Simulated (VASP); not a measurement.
Crystal: Cu.

```
Cu
1.0
    -1.42115    1.42115    1.35544
     1.42115   -1.42115    1.35544
     1.42115    1.42115   -1.35544
Cu
1
Direct
  0.00000 0.00000 0.00000
```

This cell differs from its parent crystal: strain -0.015 along x and y, -0.015 along z.

Base run:

| Item | Value |
| --- | --- |
| Program | VASP 6.6.1 |
| Functional | PBEsol |
| Potentials or basis | VASP PAW PBE potentials, release 64 (Cu) |
| Cutoff | 520 eV |
| k mesh | 24 × 24 × 24 |
| Occupations | gaussian, width 0.15 eV |
| Spin | no spin polarisation |

Its results: pressure 7.6 GPa.

Question: The run is repeated on the same cell with these changes: potentials or basis from VASP PAW PBE potentials, release 64 (Cu) to VASP PAW PBE potentials, release 64 (Cu_sv_GW); cutoff from 520 eV to 700 eV; further incar settings from ALGO = Fast; EDIFF = 1e-06; NBANDS = 12 to ALGO = Normal; EDIFF = 1e-06; NBANDS = 16; valence electrons from 11 to 19. What comes out?

Answer: Pressure 2.4 GPa.

Caveats: the PAW data sets were made with another functional, which shifts forces and pressure a little.
